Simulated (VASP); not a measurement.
# TaSi (CsCl type) (Pm-3m) in VASP: further runs, part 2 of 3

VASP 6.6.1.

## (3) Single point, PBEsol (volume scaled by 0.95, level accurate)

INCAR

```
PREC = Accurate
ENCUT = 520
EDIFF = 1E-6
ISMEAR = -1
SIGMA = 0.05
LREAL = False
LASPH = True
NELM = 60
ALGO = Normal
ISIF = 2
LWAVE = False
LCHARG = True
GGA = PS
LELF = True
LVHAR = True
NBANDS = 14
```

KPOINTS

```
regular mesh
0
Gamma
  14 14 14
```

POSCAR

```
TaSi
1.0
    3.0714922894      0.0000000000      0.0000000000
    0.0000000000      3.0714922894      0.0000000000
    0.0000000000      0.0000000000      3.0714922894
Ta Si
1 1
Direct
    0.0000000000      0.0000000000      0.0000000000
    0.5000000000      0.5000000000      0.5000000000
```

Potentials or basis: VASP PAW PBE potentials, release 64 (Ta_pv, Si).

The run is started by

```bash
> cat potpaw_PBE.64/Ta_pv/POTCAR potpaw_PBE.64/Si/POTCAR > POTCAR
> mpirun -np 1 vasp_std > vasp.out
```

OUTCAR:

```text
PREC = Accurate
   ENCUT = 520
   EDIFF = 1E-6
   ISMEAR = -1
   LREAL = False
   LASPH = True
   NELM = 60
   ISIF = 2
   GGA = PS

 ion  position               nearest neighbor table
   1  0.000  0.000  0.000-   2 2.66   2 2.66   2 2.66   2 2.66   2 2.66   2 2.66   2 2.66   2 2.66

   2  0.500  0.500  0.500-   1 2.66   1 2.66   1 2.66   1 2.66   1 2.66   1 2.66   1 2.66   1 2.66

  LATTYP: Found a simple cubic cell.
 ALAT       =     3.0714922894

  Lattice vectors:

 A1 = (   3.0714922894,   0.0000000000,   0.0000000000)
 A2 = (   0.0000000000,   3.0714922894,   0.0000000000)
 A3 = (   0.0000000000,   0.0000000000,   3.0714922894)

Analysis of symmetry for initial positions (statically):
=====================================================================
 Subroutine PRICEL returns:
 Original cell was already a primitive cell.

 Routine SETGRP: Setting up the symmetry group for a
 simple cubic supercell.

 Subroutine GETGRP returns: Found 48 space group operations
 (whereof 48 operations were pure point group operations)
 out of a pool of 48 trial point group operations.

The static configuration has the point symmetry O_h .
[... 166 lines left out ...]
 Fermi energy:         8.7094858296

 k-point     1 :       0.0000    0.0000    0.0000
  band No.  band energies     occupation
      1     -25.0552      2.00000
      2     -25.0552      2.00000
      3     -25.0552      2.00000
      4      -3.6664      2.00000
      5       5.5981      2.00000
      6       5.5981      2.00000
      7      11.2722      0.00000
      8      11.2722      0.00000
      9      11.2722      0.00000
     10      11.7517      0.00000
     11      11.7517      0.00000
     12      11.7517      0.00000
     13      17.9523      0.00000
     14      19.7167      0.00000
[... 377 lines left out ...]
      1     -25.4213      2.00000
      2     -25.2002      2.00000
      3     -25.0020      2.00000
      4      -0.7396      2.00000
      5       3.3344      2.00000
      6       6.0057      2.00000
      7       7.7519      2.00000
      8       8.3555      1.99832
      9      10.5636      0.00000
     10      12.9141      0.00000
     11      13.9847      0.00000
     12      16.7875      0.00000
     13      16.8811      0.00000
     14      18.7849      0.00000

 [... further k-points ...]
[... 5 lines left out ...]
  --------------------------------------------------------------------------------------
  -------------------------------------------------------------------------------------
  Total        2.0926865      2.0926865      2.0926865      0.0000000     -0.0000000      0.0000000
  in kB      115.7088189    115.7088189    115.7088189      0.0000000     -0.0000000      0.0000000
  external PRESSURE =     115.7088189 kB  Pullay stress =       0.0000000 kB

 VOLUME and BASIS-vectors are now :
 -----------------------------------------------------------------------------
  energy-cutoff  :      520.00
  volume of cell :       28.98
      direct lattice vectors                 reciprocal lattice vectors
     3.071492289  0.000000000  0.000000000     0.325574641  0.000000000  0.000000000
     0.000000000  3.071492289  0.000000000     0.000000000  0.325574641  0.000000000
     0.000000000  0.000000000  3.071492289     0.000000000  0.000000000  0.325574641

 POSITION                                       TOTAL-FORCE (eV/Angst)
 -----------------------------------------------------------------------------------
      0.00000      0.00000      0.00000         0.000000      0.000000      0.000000
      1.53575      1.53575      1.53575         0.000000      0.000000      0.000000
 -----------------------------------------------------------------------------------
    total drift:                                0.000000      0.000000      0.000000

  FREE ENERGIE OF THE ION-ELECTRON SYSTEM (eV)
  ---------------------------------------------------
  free  energy   TOTEN  =       -18.5547080587 eV

  energy  without entropy=      -18.5425517058  energy(sigma->0) =      -18.54862988
```

stdout:

```text
POSCAR found type information on POSCAR TaSi
 POSCAR found :  2 types and       2 ions
 scaLAPACK will be used
 -----------------------------------------------------------------------------
|                                                                             |
|                                                                             |
|     You enforced a specific xc type in the INCAR file but a different       |
|     I HOPE YOU KNOW WHAT YOU ARE DOING!                                     |
|                                                                             |
 -----------------------------------------------------------------------------

 LDA part: xc-table for (Slater+PW92), standard interpolation
 POSCAR, INCAR and KPOINTS ok, starting setup
 FFT: planning ... GRIDC
 FFT: planning ... GRID_SOFT
 FFT: planning ... GRID
 WAVECAR not read
 entering main loop
```

Wall time 10 s (1 thread of Intel Xeon 6975P-C (Granite Rapids), shared host); peak memory 0.17 GiB.

What came out:

| Quantity | Value |
| --- | --- |
| Free energy | -18.5547 eV |
| Pressure | 11.6 GPa |

Caveat: the cell differs from its parent crystal (volume scaled by 0.95, level accurate); the PAW data sets were made with another functional, which shifts forces and pressure a little; spin-orbit coupling is left out, which moves the levels of the heavy elements.

## (4) Single point, PBEsol

This run uses another cell than the first one, of 15.25 Å³/atom, 1.053 times its volume.

INCAR

```
SYSTEM = TaSi
ALGO = Normal ; EDIFF = 1E-6
ENCUT = 520 ; GGA = PS
ISIF = 2 ; ISMEAR = -1
LASPH = .True. ; LCHARG = .True.
LELF = .True. ; LREAL = .False.
LVHAR = .True. ; LWAVE = .False.
NBANDS = 14 ; NELM = 60
PREC = Accurate ; SIGMA = 0.05
```

KPOINTS

```
k-points
0
Gamma
  14 14 14
  0 0 0
```

POSCAR

```
TaSi
1.0
    3.1244594619      0.0000000000      0.0000000000
    0.0000000000      3.1244594619      0.0000000000
    0.0000000000      0.0000000000      3.1244594619
Ta Si
1 1
Direct
    0.0000000000      0.0000000000      0.0000000000
    0.5000000000      0.5000000000      0.5000000000
```

Potentials or basis: VASP PAW PBE potentials, release 64 (Ta_pv, Si).

The run is started by

```bash
> cat potpaw_PBE.64/Ta_pv/POTCAR potpaw_PBE.64/Si/POTCAR > POTCAR
> mpirun -np 1 vasp_std > vasp.out
```

OUTCAR:

```text
SYSTEM = TaSi
   EDIFF = 1E-6
   ENCUT = 520
   GGA = PS
   ISIF = 2
   ISMEAR = -1
   LASPH = .True.
   LREAL = .False.
   NELM = 60
   PREC = Accurate

 ion  position               nearest neighbor table
   1  0.000  0.000  0.000-   2 2.71   2 2.71   2 2.71   2 2.71   2 2.71   2 2.71   2 2.71   2 2.71

   2  0.500  0.500  0.500-   1 2.71   1 2.71   1 2.71   1 2.71   1 2.71   1 2.71   1 2.71   1 2.71

  LATTYP: Found a simple cubic cell.
 ALAT       =     3.1244594619

  Lattice vectors:

 A1 = (   3.1244594619,   0.0000000000,   0.0000000000)
 A2 = (   0.0000000000,   3.1244594619,   0.0000000000)
 A3 = (   0.0000000000,   0.0000000000,   3.1244594619)

Analysis of symmetry for initial positions (statically):
=====================================================================
 Subroutine PRICEL returns:
 Original cell was already a primitive cell.

 Routine SETGRP: Setting up the symmetry group for a
 simple cubic supercell.

 Subroutine GETGRP returns: Found 48 space group operations
 (whereof 48 operations were pure point group operations)
 out of a pool of 48 trial point group operations.

The static configuration has the point symmetry O_h .

Analysis of symmetry for dynamics (positions and initial velocities):
=====================================================================
 Subroutine PRICEL returns:
 Original cell was already a primitive cell.

 Routine SETGRP: Setting up the symmetry group for a
 simple cubic supercell.

 Subroutine GETGRP returns: Found 48 space group operations
 (whereof 48 operations were pure point group operations)
 out of a pool of 48 trial point group operations.

The dynamic configuration has the point symmetry O_h .

 Subroutine INISYM returns: Found 48 space group operations
 (whereof 48 operations are pure point group operations),
 and found     1 'primitive' translations

----------------------------------------------------------------------------------------

                                     Primitive cell

  volume of cell :      30.5017

  direct lattice vectors                    reciprocal lattice vectors
     3.124459462  0.000000000  0.000000000     0.320055361  0.000000000  0.000000000
     0.000000000  3.124459462  0.000000000     0.000000000  0.320055361  0.000000000
     0.000000000  0.000000000  3.124459462     0.000000000  0.000000000  0.320055361

  length of vectors
     3.124459462  3.124459462  3.124459462     0.320055361  0.320055361  0.320055361

  position of ions in fractional coordinates (direct lattice)
     0.000000000  0.000000000  0.000000000
     0.500000000  0.500000000  0.500000000

  ion indices of the primitive-cell ions
   primitive index   ion index
                 1           1
                 2           2

----------------------------------------------------------------------------------------

 KPOINTS: k-points

Automatic generation of k-mesh.
 Grid dimensions read from file:
 generate k-points for:   14   14   14

 Generating k-lattice:

  Cartesian coordinates                     Fractional coordinates (reciprocal lattice)
     0.022861097  0.000000000  0.000000000     0.071428571  0.000000000  0.000000000
     0.000000000  0.022861097  0.000000000     0.000000000  0.071428571  0.000000000
     0.000000000  0.000000000  0.022861097     0.000000000  0.000000000  0.071428571

  Length of vectors
     0.022861097  0.022861097  0.022861097

  Shift w.r.t. Gamma in fractional coordinates (k-lattice)
     0.000000000  0.000000000  0.000000000

 Subroutine IBZKPT returns following result:
 ===========================================

 Found    120 irreducible k-points:

 Following reciprocal coordinates:
            Coordinates               Weight
  0.000000  0.000000  0.000000      1.000000
  0.071429  0.000000  0.000000      6.000000
  0.142857  0.000000  0.000000      6.000000
  0.214286  0.000000  0.000000      6.000000
  0.285714  0.000000  0.000000      6.000000
  0.357143  0.000000  0.000000      6.000000
[... 16 lines left out ...]
  0.285714  0.214286  0.000000     24.000000
  0.357143  0.214286  0.000000     24.000000
 [... further k-points ...]
   k-points           NKPTS =    120   k-points in BZ     NKDIM =    120   number of bands    NBANDS=     14
   number of dos      NEDOS =    301   number of ions     NIONS =      2
   total plane-waves  NPLWV =  13824
   dimension x,y,z NGX =    24 NGY =   24 NGZ =   24
   dimension x,y,z NGXF=    48 NGYF=   48 NGZF=   48
   ions per type =               1   1
   NGX,Y,Z   is equivalent  to a cutoff of  12.77, 12.77, 12.77 a.u.
   NGXF,Y,Z  is equivalent  to a cutoff of  25.54, 25.54, 25.54 a.u.
 SYSTEM =  TaSi
   PREC   = accura    normal or accurate (medium, high low for compatibility)
   ISTART =      0    job   : 0-new  1-cont  2-samecut
   ICHARG =      2    charge: 1-file 2-atom 10-const
   ISPIN  =      1    spin polarized calculation?
   LNONCOLLINEAR =      F non collinear calculations
   LSORBIT =      F    spin-orbit coupling
   LASPH  =      T    aspherical Exc in radial PAW
   ENCUT  =  520.0 eV  38.22 Ry    6.18 a.u.   5.81  5.81  5.81*2*pi/ulx,y,z
   NELM   =     60;   NELMIN=  2; NELMDL= -5     # of ELM steps
   EDIFF  = 0.1E-05   stopping-criterion for ELM
   LREAL  =      F    real-space projection
   EDIFFG = 0.1E-04   stopping-criterion for IOM
   NSW    =      0    number of steps for IOM
   IBRION =     -1    ionic relax: 0-MD 1-quasi-New 2-CG
   NFREE  =      0    steps in history (QN), initial steepest desc. (CG)
   ISIF   =      2    stress and relaxation
   ISYM   =      2    0-nonsym 1-usesym 2-fastsym
   POTIM  = 0.5000    time-step for ionic-motion
   TEBEG  =    0.0;   TEEND  =   0.0 temperature during run
   PSTRESS=    0.0 pullay stress
   NELECT =      15.0000    total number of electrons
   NUPDOWN=      -1.0000    fix difference up-down
   EMIN   =  10.00;   EMAX   =-10.00  energy-range for DOS
   EFERMI =   0.00;   METHOD = LEGACY
   ISMEAR =    -1;   SIGMA  =   0.05  broadening in eV -4-tet -1-fermi 0-gaus
   EFERMI_NEDOS =   21; number of points for ismear=-14 and -15
   IALGO  =     38    algorithm
   IMIX   =      4    mixing-type and parameters
     AMIX     =   0.40;   BMIX     =  1.00
     AMIX_MAG =   1.60;   BMIX_MAG =  1.00
  volume/ion in A,a.u.               =      15.25       102.92
  Fermi-wavevector in a.u.,A,eV,Ry     =   1.292202  2.441907 22.718812  1.669786
  Thomas-Fermi vector in A             =   2.423924
   LORBIT       =      0    0 simple, 1 ext, 2 COOP (PROOUT), +10 PAW based schemes
   GGA     = PS    functional components
   LHFCALC =     F    Hartree Fock is set to
   AEXX    =    0.0000 exact exchange contribution
   IVDW    =     0    specifies the selected vdW correction
   LEPSILON=     F    determine dielectric tensor
   LRPA    =     F    only Hartree local field effects (RPA)
 non-spin polarized calculation
  energy-cutoff  :      520.00
  volume of cell :       30.50
 maximum number of plane-waves:       840
 NGX is ok and might be reduce to    24
   NGX = 11   NGY = 11   NGZ = 11

 number of electron      15.0000002 magnetization

 Free energy of the ion-electron system (eV)
  ---------------------------------------------------
  ext. energy  EPLUGINS =         0.00000000
  ---------------------------------------------------
  free energy    TOTEN  =       -18.60937101 eV

  energy without entropy =      -18.59696899  energy(sigma->0) =      -18.60317000

 E-fermi :   8.1558     XC(G=0): -12.3616

 val. band max:        8.1502964716   @ k =   0.2143   0.2143   0.0714
 cond. band min:       8.1873479440   @ k =   0.4286   0.2857   0.1429
 fundamental gap:      0.0370514723
 Fermi energy:         8.1558099193

 k-point     1 :       0.0000    0.0000    0.0000
  band No.  band energies     occupation
      1     -25.7612      2.00000
      2     -25.7612      2.00000
      3     -25.7612      2.00000
      4      -3.8711      2.00000
      5       5.2871      2.00000
      6       5.2871      2.00000
      7      10.5555      0.00000
      8      10.5555      0.00000
      9      10.5555      0.00000
     10      11.0346      0.00000
     11      11.0346      0.00000
     12      11.0346      0.00000
     13      16.5633      0.00000
     14      18.8855      0.00000
[... 375 lines left out ...]
 k-point    24 :       0.3571    0.2143    0.0000
  band No.  band energies     occupation
      1     -26.0637      2.00000
      2     -25.8813      2.00000
      3     -25.7178      2.00000
      4      -1.0888      2.00000
      5       2.9597      2.00000
      6       5.5766      2.00000
      7       7.2761      2.00000
      8       7.8369      1.99661
      9       9.9425      0.00000
     10      12.1162      0.00000
     11      13.1377      0.00000
     12      15.8898      0.00000
     13      15.9958      0.00000
     14      17.7978      0.00000

 [... further k-points ...]
[... 5 lines left out ...]
  --------------------------------------------------------------------------------------
  -------------------------------------------------------------------------------------
  Total        0.0602911      0.0602911      0.0602911     -0.0000000     -0.0000000     -0.0000000
  in kB        3.1669341      3.1669341      3.1669341     -0.0000000     -0.0000000     -0.0000000
  external PRESSURE =       3.1669341 kB  Pullay stress =       0.0000000 kB

 VOLUME and BASIS-vectors are now :
 -----------------------------------------------------------------------------
  energy-cutoff  :      520.00
  volume of cell :       30.50
      direct lattice vectors                 reciprocal lattice vectors
     3.124459462  0.000000000  0.000000000     0.320055361  0.000000000  0.000000000
     0.000000000  3.124459462  0.000000000     0.000000000  0.320055361  0.000000000
     0.000000000  0.000000000  3.124459462     0.000000000  0.000000000  0.320055361

 POSITION                                       TOTAL-FORCE (eV/Angst)
 -----------------------------------------------------------------------------------
      0.00000      0.00000      0.00000         0.000000      0.000000      0.000000
      1.56223      1.56223      1.56223         0.000000      0.000000      0.000000
 -----------------------------------------------------------------------------------
    total drift:                                0.000000      0.000000      0.000000

  FREE ENERGIE OF THE ION-ELECTRON SYSTEM (eV)
  ---------------------------------------------------
  free  energy   TOTEN  =       -18.6093710081 eV

  energy  without entropy=      -18.5969689938  energy(sigma->0) =      -18.60317000
```

stdout:

```text
POSCAR found type information on POSCAR TaSi
 POSCAR found :  2 types and       2 ions
 scaLAPACK will be used
 -----------------------------------------------------------------------------
|                                                                             |
|                                                                             |
|     You enforced a specific xc type in the INCAR file but a different       |
|     I HOPE YOU KNOW WHAT YOU ARE DOING!                                     |
|                                                                             |
 -----------------------------------------------------------------------------

 LDA part: xc-table for (Slater+PW92), standard interpolation
 POSCAR, INCAR and KPOINTS ok, starting setup
 FFT: planning ... GRIDC
 FFT: planning ... GRID_SOFT
 FFT: planning ... GRID
 WAVECAR not read
 entering main loop
```

Run time: 10 s. Hardware: 1 thread of Intel Xeon 6975P-C (Granite Rapids), shared host; peak memory 0.17 GiB.

Results:

```
Free energy : -18.6094 eV
Pressure    : 0.3 GPa
```

Caveat: the PAW data sets were made with another functional, which shifts forces and pressure a little; spin-orbit coupling is left out, which moves the levels of the heavy elements.

[end of part 2 of 3]
